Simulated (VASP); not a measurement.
# AlCo (Pm-3m) in VASP: a series of runs, part 2 of 2

VASP 6.6.1. Earlier steps stand in the parts before.

### 3 Single point, PBE (volume scaled by 1.06)

INCAR reads:

```
SYSTEM = AlCo
ALGO     = Normal         ! electronic algorithm
EDIFF    = 1E-6           ! SCF threshold, eV
ENCUT    = 520            ! plane-wave cutoff, eV
GGA      = PE             ! functional
ISIF     = 2              ! what is computed and relaxed
ISMEAR   = 0              ! smearing method
LASPH    = .TRUE.         ! aspherical terms in the spheres
LCHARG   = .TRUE.         ! write CHGCAR
LELF     = .TRUE.         ! ELF
LREAL    = .FALSE.        ! projectors in reciprocal space
LVHAR    = .TRUE.       
LWAVE    = .FALSE.        ! write WAVECAR
NBANDS   = 13             ! bands
NELM     = 100            ! most SCF steps
PREC     = Accurate       ! precision mode
SIGMA    = 0.1            ! smearing width, eV
```

KPOINTS reads:

```
k-points
0
G
  20 20 20
  0 0 0
```

POSCAR reads:

```
AlCo
1.0
    2.9081006258      0.0000000000      0.0000000000
    0.0000000000      2.9081006258      0.0000000000
    0.0000000000      0.0000000000      2.9081006258
Al Co
1 1
Direct
    0.0000000000      0.0000000000      0.0000000000
    0.5000000000      0.5000000000      0.5000000000
```

Potentials or basis: VASP PAW PBE potentials, release 64 (Al, Co).

Launch:

```bash
> cat potpaw_PBE.64/Al/POTCAR potpaw_PBE.64/Co/POTCAR > POTCAR
> mpirun -np 1 vasp_std > vasp.out
```

OUTCAR:

```text
SYSTEM = AlCo
   EDIFF = 1E-6
   ENCUT = 520
   GGA = PE
   ISIF = 2
   ISMEAR = 0
   LASPH = .TRUE.
   LREAL = .FALSE.
   NELM = 100
   PREC = Accurate

 ion  position               nearest neighbor table
   1  0.000  0.000  0.000-   2 2.52   2 2.52   2 2.52   2 2.52   2 2.52   2 2.52   2 2.52   2 2.52

   2  0.500  0.500  0.500-   1 2.52   1 2.52   1 2.52   1 2.52   1 2.52   1 2.52   1 2.52   1 2.52

  LATTYP: Found a simple cubic cell.
 ALAT       =     2.9081006258

  Lattice vectors:

 A1 = (   2.9081006258,   0.0000000000,   0.0000000000)
 A2 = (   0.0000000000,   2.9081006258,   0.0000000000)
 A3 = (   0.0000000000,   0.0000000000,   2.9081006258)

Analysis of symmetry for initial positions (statically):
=====================================================================
 Subroutine PRICEL returns:
 Original cell was already a primitive cell.

 Routine SETGRP: Setting up the symmetry group for a
 simple cubic supercell.

 Subroutine GETGRP returns: Found 48 space group operations
 (whereof 48 operations were pure point group operations)
 out of a pool of 48 trial point group operations.

The static configuration has the point symmetry O_h .

Analysis of symmetry for dynamics (positions and initial velocities):
=====================================================================
 Subroutine PRICEL returns:
 Original cell was already a primitive cell.

 Routine SETGRP: Setting up the symmetry group for a
 simple cubic supercell.

 Subroutine GETGRP returns: Found 48 space group operations
 (whereof 48 operations were pure point group operations)
 out of a pool of 48 trial point group operations.

The dynamic configuration has the point symmetry O_h .

 Subroutine INISYM returns: Found 48 space group operations
 (whereof 48 operations are pure point group operations),
 and found     1 'primitive' translations

----------------------------------------------------------------------------------------

                                     Primitive cell

  volume of cell :      24.5940
[... 114 lines left out ...]
   GGA     = PE    functional components
   LHFCALC =     F    Hartree Fock is set to
   AEXX    =    0.0000 exact exchange contribution
   IVDW    =     0    specifies the selected vdW correction
   LEPSILON=     F    determine dielectric tensor
   LRPA    =     F    only Hartree local field effects (RPA)
 non-spin polarized calculation
 Gauss-broadening in eV      SIGMA  =   0.10
  energy-cutoff  :      520.00
  volume of cell :       24.59
 maximum number of plane-waves:       691
 NGX is ok and might be reduce to    24
   NGX = 11   NGY = 11   NGZ = 11

 number of electron      12.0000008 magnetization

 Free energy of the ion-electron system (eV)
  ---------------------------------------------------
  ext. energy  EPLUGINS =         0.00000000
  ---------------------------------------------------
  free energy    TOTEN  =       -11.94766223 eV

  energy without entropy =      -11.94338629  energy(sigma->0) =      -11.94552426

 E-fermi :   9.7831     XC(G=0): -11.9744

 val. band max:        9.7782974611   @ k =   0.5000   0.3500   0.0500
 cond. band min:       9.7887800708   @ k =   0.5000   0.4000   0.2500
 fundamental gap:      0.0104826097
 Fermi energy:         9.7830881751

 k-point     1 :       0.0000    0.0000    0.0000
  band No.  band energies     occupation
      1      -0.8854      2.00000
      2       7.0850      2.00000
      3       7.0850      2.00000
      4       9.0082      2.00000
      5       9.0082      2.00000
      6       9.0082      2.00000
      7      15.4525      0.00000
      8      15.4525      0.00000
      9      15.4525      0.00000
     10      18.2736      0.00000
     11      18.2736      0.00000
     12      23.7903      0.00000
     13      30.6652      0.00000
[... 354 lines left out ...]
  band No.  band energies     occupation
      1       0.0109      2.00000
      2       6.9329      2.00000
      3       7.2536      2.00000
      4       8.5733      2.00000
      5       8.7037      2.00000
      6       8.9622      2.00000
      7      12.1197      0.00000
      8      14.8496      0.00000
      9      16.6437      0.00000
     10      19.0915      0.00000
     11      21.9416      0.00000
     12      24.8652      0.00000
     13      26.6587      0.00000

 [... further k-points ...]
[... 5 lines left out ...]
  --------------------------------------------------------------------------------------
  -------------------------------------------------------------------------------------
  Total       -1.4175185     -1.4175185     -1.4175185      0.0000000     -0.0000000      0.0000000
  in kB      -92.3444991    -92.3444991    -92.3444991      0.0000000     -0.0000000      0.0000000
  external PRESSURE =     -92.3444991 kB  Pullay stress =       0.0000000 kB

 VOLUME and BASIS-vectors are now :
 -----------------------------------------------------------------------------
  energy-cutoff  :      520.00
  volume of cell :       24.59
      direct lattice vectors                 reciprocal lattice vectors
     2.908100626  0.000000000  0.000000000     0.343867056  0.000000000  0.000000000
     0.000000000  2.908100626  0.000000000     0.000000000  0.343867056  0.000000000
     0.000000000  0.000000000  2.908100626     0.000000000  0.000000000  0.343867056

 POSITION                                       TOTAL-FORCE (eV/Angst)
 -----------------------------------------------------------------------------------
      0.00000      0.00000      0.00000         0.000000      0.000000      0.000000
      1.45405      1.45405      1.45405         0.000000      0.000000      0.000000
 -----------------------------------------------------------------------------------
    total drift:                                0.000000      0.000000     -0.000000

  FREE ENERGIE OF THE ION-ELECTRON SYSTEM (eV)
  ---------------------------------------------------
  free  energy   TOTEN  =       -11.9476622339 eV

  energy  without entropy=      -11.9433862871  energy(sigma->0) =      -11.94552426
```

OSZICAR:

```text
N       E                     dE             d eps       ncg     rms          rms(c)
DAV:   1     0.353761767345E+02    0.35376E+02   -0.51669E+03  7540   0.948E+02
DAV:   2    -0.119762602840E+02   -0.47352E+02   -0.43088E+02  7796   0.168E+02
DAV:   3    -0.135560366925E+02   -0.15798E+01   -0.15673E+01  9012   0.357E+01
DAV:   4    -0.135797922132E+02   -0.23756E-01   -0.23749E-01  8753   0.397E+00
DAV:   5    -0.135805951193E+02   -0.80291E-03   -0.80289E-03  9303   0.792E-01    0.122E+01
DAV:   6    -0.169263812409E+02   -0.33458E+01   -0.65410E+01  8551   0.986E+01    0.191E+01
DAV:   7    -0.119779615294E+02    0.49484E+01   -0.31382E+01  8661   0.638E+01    0.173E+00
DAV:   8    -0.119599372097E+02    0.18024E-01   -0.17710E-01  8510   0.308E+00    0.113E+00
DAV:   9    -0.119480030179E+02    0.11934E-01   -0.24610E-02  9619   0.188E+00    0.285E-01
DAV:  10    -0.119476729319E+02    0.33009E-03   -0.54279E-04  8994   0.198E-01    0.116E-01
DAV:  11    -0.119476622457E+02    0.10686E-04   -0.21031E-05 10560   0.459E-02    0.607E-03
DAV:  12    -0.119476622339E+02    0.11871E-07   -0.37701E-07  6086   0.559E-03
   1 F= -.11947662E+02 E0= -.11945524E+02  d E =-.427595E-02
```

stdout:

```text
POSCAR found type information on POSCAR AlCo
 POSCAR found :  2 types and       2 ions
 scaLAPACK will be used
 LDA part: xc-table for (Slater+PW92), standard interpolation
 POSCAR, INCAR and KPOINTS ok, starting setup
 FFT: planning ... GRIDC
 FFT: planning ... GRID_SOFT
 FFT: planning ... GRID
 WAVECAR not read
 entering main loop
```

It took 72 s on 1 thread of Intel Xeon 8259CL, shared host; peak memory 0.22 GiB.

What came out:

```yaml
Free_energy: -11.9477 eV
Pressure: -9.2 GPa
Band_gap_on_the_k_mesh: zero (band 6 reaches 12.17 eV, above the bottom of band 7 at 9.56 eV)
```

Levels at points of the mesh, in eV from the Fermi level:
```
           k point  band 4  band 5  band 6  band 7  band 8  band 9
(0.00, 0.00, 0.00)   -0.77   -0.77   -0.77    5.67    5.67    5.67
(0.50, 0.00, 0.00)   -1.58   -1.58   -0.67    0.14    8.32   10.27
(0.50, 0.50, 0.00)   -2.55   -1.38   -1.38   -0.23    2.25    3.10
(0.50, 0.50, 0.50)   -0.19   -0.19    2.39    2.39    2.39    3.56
```

Caveat: the cell differs from its parent crystal (volume scaled by 1.06). Spin polarisation is off, so any magnetic state and its effect on volume and gap are missing.

### 4 Single point, PBE (volume scaled by 1.10)

INCAR reads:

```
  ALGO = Normal
  EDIFF = 1E-6
  ENCUT = 520
  GGA = PE
  ISIF = 2
  ISMEAR = 0
  LASPH = True
  LCHARG = False
  LREAL = False
  LWAVE = False
  NBANDS = 13
  NELM = 100
  PREC = Accurate
  SIGMA = 0.1
```

KPOINTS reads:

```
k-points
0
Gamma
  20 20 20
```

POSCAR reads:

```
AlCo
1.0
    2.9442297937      0.0000000000      0.0000000000
    0.0000000000      2.9442297937      0.0000000000
    0.0000000000      0.0000000000      2.9442297937
Al Co
1 1
Direct
    0.0000000000      0.0000000000      0.0000000000
    0.5000000000      0.5000000000      0.5000000000
```

Potentials or basis: VASP PAW PBE potentials, release 64 (Al, Co).

Launch:

```bash
> cat potpaw_PBE.64/Al/POTCAR potpaw_PBE.64/Co/POTCAR > POTCAR
> mpirun -np 1 vasp_std > vasp.out
```

OUTCAR:

```text
EDIFF = 1E-6
   ENCUT = 520
   GGA = PE
   ISIF = 2
   ISMEAR = 0
   LASPH = True
   LREAL = False
   NELM = 100
   PREC = Accurate

 ion  position               nearest neighbor table
   1  0.000  0.000  0.000-   2 2.55   2 2.55   2 2.55   2 2.55   2 2.55   2 2.55   2 2.55   2 2.55

   2  0.500  0.500  0.500-   1 2.55   1 2.55   1 2.55   1 2.55   1 2.55   1 2.55   1 2.55   1 2.55

  LATTYP: Found a simple cubic cell.
 ALAT       =     2.9442297937

  Lattice vectors:

 A1 = (   2.9442297937,   0.0000000000,   0.0000000000)
[... 563 lines left out ...]
      9      15.9757      0.00000
     10      18.4660      0.00000
     11      21.1990      0.00000
     12      24.0351      0.00000
     13      25.6114      0.00000

 [... further k-points ...]
[... 5 lines left out ...]
  --------------------------------------------------------------------------------------
  -------------------------------------------------------------------------------------
  Total       -2.2155891     -2.2155891     -2.2155891     -0.0000000      0.0000000     -0.0000000
  in kB     -139.0864087   -139.0864087   -139.0864087     -0.0000000      0.0000000     -0.0000000
  external PRESSURE =    -139.0864087 kB  Pullay stress =       0.0000000 kB

 VOLUME and BASIS-vectors are now :
 -----------------------------------------------------------------------------
  energy-cutoff  :      520.00
  volume of cell :       25.52
      direct lattice vectors                 reciprocal lattice vectors
     2.944229794  0.000000000  0.000000000     0.339647402  0.000000000  0.000000000
     0.000000000  2.944229794  0.000000000     0.000000000  0.339647402  0.000000000
     0.000000000  0.000000000  2.944229794     0.000000000  0.000000000  0.339647402

 POSITION                                       TOTAL-FORCE (eV/Angst)
 -----------------------------------------------------------------------------------
      0.00000      0.00000      0.00000         0.000000      0.000000      0.000000
      1.47211      1.47211      1.47211         0.000000      0.000000      0.000000
 -----------------------------------------------------------------------------------
    total drift:                                0.000000      0.000000     -0.000000

  FREE ENERGIE OF THE ION-ELECTRON SYSTEM (eV)
  ---------------------------------------------------
  free  energy   TOTEN  =       -11.8798407554 eV

  energy  without entropy=      -11.8750816907  energy(sigma->0) =      -11.87746122
```

OSZICAR:

```text
N       E                     dE             d eps       ncg     rms          rms(c)
DAV:   1     0.355578878638E+02    0.35558E+02   -0.51557E+03  7532   0.945E+02
DAV:   2    -0.119013507093E+02   -0.47459E+02   -0.42988E+02  7816   0.167E+02
DAV:   3    -0.134596300554E+02   -0.15583E+01   -0.15461E+01  9054   0.354E+01
DAV:   4    -0.134838505301E+02   -0.24220E-01   -0.24214E-01  8783   0.398E+00
DAV:   5    -0.134846719168E+02   -0.82139E-03   -0.82136E-03  9375   0.791E-01    0.119E+01
DAV:   6    -0.171525849270E+02   -0.36679E+01   -0.68214E+01  8546   0.989E+01    0.198E+01
DAV:   7    -0.119073412520E+02    0.52452E+01   -0.32526E+01  8676   0.642E+01    0.169E+00
DAV:   8    -0.118918717015E+02    0.15470E-01   -0.18859E-01  8498   0.320E+00    0.113E+00
DAV:   9    -0.118801990947E+02    0.11673E-01   -0.24357E-02  9543   0.186E+00    0.289E-01
DAV:  10    -0.118798507390E+02    0.34836E-03   -0.60473E-04  8954   0.201E-01    0.109E-01
DAV:  11    -0.118798408313E+02    0.99077E-05   -0.22577E-05 10308   0.471E-02    0.655E-03
DAV:  12    -0.118798407554E+02    0.75851E-07   -0.26085E-07  5966   0.493E-03
   1 F= -.11879841E+02 E0= -.11877461E+02  d E =-.475906E-02
```

Run time: 72 s. Hardware: 1 thread of Intel Xeon 8259CL, shared host; peak memory 0.22 GiB.

What came out:

```
Free energy            : -11.8798 eV
Pressure               : -13.9 GPa
Band gap on the k mesh : zero (band 6 reaches 11.71 eV, above the bottom of band 7 at 9.10 eV)
```

Caveat: the cell differs from its parent crystal (volume scaled by 1.10).

### 5 Single point, PBE, collinear spin, ferromagnetic start

This run uses another cell than the first one, of 11.60 Å³/atom, 0.971 times its volume.

INCAR reads:

```
  ALGO = Fast
  EDIFF = 1E-6
  ENCUT = 520
  GGA = PE
  ISIF = 2
  ISMEAR = 0
  ISPIN = 2
  LASPH = True
  LCHARG = False
  LMAXMIX = 4
  LORBIT = 11
  LREAL = False
  LWAVE = False
  MAGMOM = 0 0.2
  NBANDS = 17
  NELM = 150
  PREC = Accurate
  SIGMA = 0.1
```

KPOINTS is that of step 4.

POSCAR reads:

```
AlCo
1.0
    2.8521616852      0.0000000000      0.0000000000
    0.0000000000      2.8521616852      0.0000000000
    0.0000000000      0.0000000000      2.8521616852
Al Co
1 1
Direct
    0.0000000000      0.0000000000      0.0000000000
    0.5000000000      0.5000000000      0.5000000000
```

Launch:

```bash
> cat potpaw_PBE.64/Al/POTCAR potpaw_PBE.64/Co/POTCAR > POTCAR
> mpirun -np 1 vasp_std > vasp.out
```

It took 3.7 min on 1 thread of Intel Xeon 8259CL, shared host; peak memory 0.29 GiB.

It converged, with:

```
Free energy                                           : -11.9907 eV
Pressure                                              : 0.0 GPa
Band gap on the k mesh                                : zero (filled and empty bands overlap)
Net moment                                            : 0.00 μB per cell
Valence electrons inside the program's atomic spheres : Al 0.82; Co 8.45
```

Levels at points of the mesh, in eV from the Fermi level:
Spin up:
```
           k point  band 4  band 5  band 6  band 7  band 8  band 9
(0.00, 0.00, 0.00)   -0.85   -0.85   -0.85    5.95    5.95    5.95
(0.50, 0.00, 0.00)   -1.72   -1.72   -0.74    0.17    8.39   10.59
(0.50, 0.50, 0.00)   -2.68   -1.51   -1.51   -0.25    2.41    3.43
(0.50, 0.50, 0.50)   -0.21   -0.21    2.38    2.38    2.38    4.08
```
Spin down:
```tsv
k point	band 2	band 3	band 4	band 5	band 6	band 7	band 8	band 9	band 10	band 11
(0.00, 0.00, 0.00)	-2.96	-2.96	-0.85	-0.85	-0.85	5.95	5.95	5.95	8.72	8.72
(0.50, 0.00, 0.00)	-6.62	-2.37	-1.72	-1.72	-0.74	0.17	8.39	10.59	10.59	11.60
(0.50, 0.50, 0.00)	-3.05	-2.68	-2.68	-1.51	-1.51	-0.25	2.41	3.43	12.72	15.81
(0.50, 0.50, 0.50)	-3.93	-3.93	-0.21	-0.21	2.38	2.38	2.38	4.08	5.30	5.30
```

### 6 Overview

| spin | cell | gap on the mesh (eV) | pressure (GPa) |
| --- | --- | --- | --- |
| off | a = 2.880 Å, 2 atoms | none | -5.0 |
| off | a = 2.908 Å, 2 atoms | none | -9.2 |
| off | a = 2.944 Å, 2 atoms | none | -13.9 |
| collinear, ferromagnetic start | a = 2.852 Å, 2 atoms | none | 0.0 |

Alike in all rows: task single point; level PBE; potentials or basis VASP PAW PBE potentials, release 64 (Al, Co); k mesh 20 × 20 × 20; cutoff (eV) 520; smearing gaussian 0.1 eV.

Absolute energies hang on the potentials; compare differences alone.
